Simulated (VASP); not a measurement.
AlIn2Sb2As:

```
Al In Sb As
1.0
     4.26425    0.00000    0.00000
     0.00000    4.26425    0.00000
     0.00000    0.00000    7.53988
Al In Sb As
1 2 2 1
Direct
  0.50000 0.50000 0.00000
  0.00000 0.50000 0.00000
  0.50000 0.00000 0.00000
  0.00000 0.00000 0.24252
  0.00000 0.00000 0.75748
  0.50000 0.50000 0.50000
```

The cell was generated, and may not be a known phase.

| Quantity | Value |
| --- | --- |
| Program | VASP 6.6.1 |
| Task | relaxation of cell and atoms |
| Functional | PBE |
| Potentials or basis | VASP PAW PBE potentials, release 64 (Al, In_d, Sb_d_GW, As_d) |
| Cutoff | 510 eV |
| k mesh | 4 × 4 × 2 |
| Occupations | gaussian, width 0.1 eV |
| Spin | no spin polarisation |

At the start: pressure 37.7 GPa; volume 22.85 Å³/atom.

Problem. How do energy, volume and symmetry change on relaxing?

Solution. Over 26 steps the energy falls by 1443.1 meV/atom and the volume is 29.93 Å³/atom (+31.0 %); space group P4/mmm (No. 123, to 0.1 Å) before and after.

The path:
```tsv
step	energy change (eV)	largest force (eV/Å)	pressure (GPa)	volume (Å³)
1	0.0000	4.9798	37.67	137.10
2	-5.5766	0.3331	-5.88	269.94
3	-7.0150	0.7963	-1.57	203.56
4	-7.0161	0.7061	-2.32	208.15
5	-7.0190	0.7425	-2.03	206.26
6	-7.7075	0.9469	-2.08	197.47
7	-8.4514	0.9461	3.90	167.33
8	-8.5721	0.9394	0.24	178.23
9	-8.5868	0.6069	0.97	175.43
10	-8.6179	0.1445	-0.06	180.28
11	-8.6198	0.0123	0.14	179.30
12	-8.6198	0.0004	0.13	179.37
13	-8.6223	0.0611	-0.03	180.06
14	-8.6253	0.2791	-0.51	182.10
15	-8.6257	0.2059	-0.36	181.46
16	-8.6264	0.2163	-0.37	181.51
17	-8.6283	0.2495	-0.41	181.66
18	-8.6315	0.3154	-0.49	181.95
19	-8.6350	0.4476	-0.64	182.48
20	-8.6382	0.4432	-0.60	182.29
21	-8.6448	0.4237	-0.47	181.71
22	-8.6379	0.3713	-0.14	180.49
23	-8.6461	0.4084	-0.40	181.42
24	-8.6507	0.3394	-0.30	181.04
25	-8.6584	0.1114	0.02	179.90
26	-8.6588	0.0362	0.11	179.56
```

Final structure:
```
CELL_PARAMETERS angstrom
5.23951 0.00000 0.00000
0.00000 5.23951 0.00000
0.00000 0.00000 6.54089
ATOMIC_POSITIONS crystal
Al 0.50000 0.50000 0.00000
In 0.00000 0.50000 0.00000
In 0.50000 0.00000 0.00000
Sb 0.00000 0.00000 0.28942
Sb 0.00000 0.00000 0.71058
As 0.50000 0.50000 0.50000
```

Caveat: the k points lie up to 0.48 Å⁻¹ apart in the final cell, too coarse for converged energies and pressures of a metal; the volume moved by over 15 % at a fixed basis, so the end points are rough.
